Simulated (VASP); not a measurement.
C:

```xyz
2
Lattice="0.0000 1.7470 1.7470 1.7470 0.0000 1.7470 1.7470 1.7470 0.0000" Properties=species:S:1:pos:R:3 pbc="T T T"
C     2.6204    2.6204    2.6204
C     1.7470    1.7470    1.7470
```

Program: VASP 6.6.1. Alike in all runs: task single point; potentials or basis VASP PAW PBE potentials, release 64 (C); no spin polarisation; cell as given; cutoff (eV) 520; smearing fermi-dirac 0.05 eV.

Order these runs on this cell by their band gap on the k mesh, lowest first.
A. level r2SCAN+D3(BJ); k mesh 13 × 13 × 13
B. level PBEsol+D4; k mesh 13 × 13 × 13
C. level B3LYP; k mesh 7 × 7 × 7; grid for exact exchange (PRECFOCK) Normal

B (4.15 eV), A (4.48 eV), C (6.32 eV).

Caveats: some runs use coarse meshes.

A k mesh can miss the band edges.
